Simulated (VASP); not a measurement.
## MoS2: single point with PBE

The system is MoS2.

```
CELL_PARAMETERS angstrom
3.09647 0.00000 0.00000
-1.54824 2.68162 0.00000
0.00000 0.00000 12.04401
ATOMIC_POSITIONS crystal
Mo 0.33333 0.66667 0.25000
Mo 0.66667 0.33333 0.75000
S 0.33333 0.66667 0.62750
S 0.66667 0.33333 0.12750
S 0.33333 0.66667 0.87250
S 0.66667 0.33333 0.37250
```

This cell differs from its parent crystal: volume scaled by 0.94.

```json
{
 "Program": "VASP 6.6.1",
 "Task": "single point",
 "Functional": "PBE",
 "Potentials or basis": "VASP PAW PBE potentials, release 64 (Mo_sv, S)",
 "Cutoff": "520 eV",
 "k mesh": "10 × 10 × 3",
 "Occupations": "fermi-dirac, width 0.05 eV",
 "Spin": "no spin polarisation",
 "Dipole correction": "no",
 "Further INCAR settings": "ALGO = Normal; EDIFF = 1e-07; NBANDS = 35"
}
```

```json
{
  "Pressure": "21.0 GPa",
  "Largest force": "2.453 eV/Å",
  "Band gap on the k mesh": "0.89 eV, indirect (least direct gap 2.03 eV)"
}
```

Forces on the atoms (eV/Å):
```
Mo   0.000  0.000  0.000
Mo   0.000  0.000  0.000
S    0.000  0.000 -2.453
S    0.000  0.000 -2.453
S    0.000  0.000  2.453
S    0.000  0.000  2.453
```

Stress tensor (GPa, compression positive):
```
18.29  0.00  0.00
 0.00 18.29  0.00
 0.00  0.00 26.34
```

Levels at points of the mesh, in eV from the valence-band top:
| k point | band 24 | band 25 | band 26 | band 27 | band 28 | band 29 |
| --- | --- | --- | --- | --- | --- | --- |
| (0.00, 0.00, 0.00) | -1.39 | -1.34 | 0.00 | 2.06 | 2.06 | 2.07 |
| (0.50, 0.00, 0.00) | -1.97 | -1.74 | -1.60 | 1.48 | 1.53 | 2.02 |

It took 59 s on 1 thread of Intel(R) Xeon(R) 6975P-C (Granite Rapids), with other jobs on the host, peak memory 0.25 GiB.

Caveat: this functional lacks dispersion, which binds the layers, so the pressure and a relaxed spacing across them are unreliable; forces of over 1 eV/Å act on the atoms, so gaps and moduli don't describe the material at rest. A k mesh can miss the band edges.
